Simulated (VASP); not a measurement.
Write the native input for VASP 6.6.1 that does the following.

```yaml
Task: single point
Functional: PBE
Potentials_or_basis: VASP PAW PBE potentials, release 64 (Si, W_sv)
Cutoff: 520 eV
k_mesh: 9 × 9 × 6
Occupations: gaussian, width 0.03 eV
Spin: no spin polarisation
Dipole_correction: no
Further_INCAR_settings: ALGO = Normal; EDIFF = 1e-06; NBANDS = 43
```

The structure of Si2W lies in POSCAR:

```
Si2W
1.0
    4.7172346901      0.0000000000      0.0000000000
   -2.3586173451      4.0852450772      0.0000000000
    0.0000000000      0.0000000000      6.3602475327
Si W
6 3
Direct
    0.8551111253      0.7102222506      0.5000000000
    0.1448888747      0.8551111253      0.8333333333
    0.7102222506      0.8551111253      0.1666666667
    0.1448888747      0.2897777494      0.5000000000
    0.8551111253      0.1448888747      0.8333333333
    0.2897777494      0.1448888747      0.1666666667
    0.0000000000      0.5000000000      0.1666666667
    0.5000000000      0.5000000000      0.8333333333
    0.5000000000      0.0000000000      0.5000000000
```

This cell differs from its parent crystal: atoms shifted along a free coordinate, c/a of the conventional cell at fixed volume 1.3483.

One way to write it, as run:

INCAR

```
ALGO = Normal
EDIFF = 1E-6
ENCUT = 520
GGA = PE
ISIF = 2
ISMEAR = 0
LASPH = True
LCHARG = False
LREAL = False
LWAVE = False
NBANDS = 43
NELM = 100
PREC = Accurate
SIGMA = 0.03
```

KPOINTS

```
k-points
0
Gamma
  9 9 6
```

Potentials or basis: VASP PAW PBE potentials, release 64 (Si, W_sv).

The run is started by

```bash
$ cat potpaw_PBE.64/Si/POTCAR potpaw_PBE.64/W_sv/POTCAR > POTCAR
$ mpirun -np 1 vasp_std > vasp.out
```

It gave:

```
Pressure               : 4.3 GPa
Largest force          : 2.650 eV/Å
Band gap on the k mesh : zero (bands 33 and 34 overlap by 0.55 eV)
```

Caveat: the stress differs along the axes, from 0 to 12 GPa; spin-orbit coupling is left out, which moves the levels of the heavy elements; forces of over 1 eV/Å act on the atoms, so gaps and moduli don't describe the material at rest.

Wall time 4.1 min on 1 thread of Intel(R) Xeon(R) Platinum 8259CL CPU @ 2.50GHz (Skylake/Cascade Lake), with other jobs on the host, peak memory 0.35 GiB.
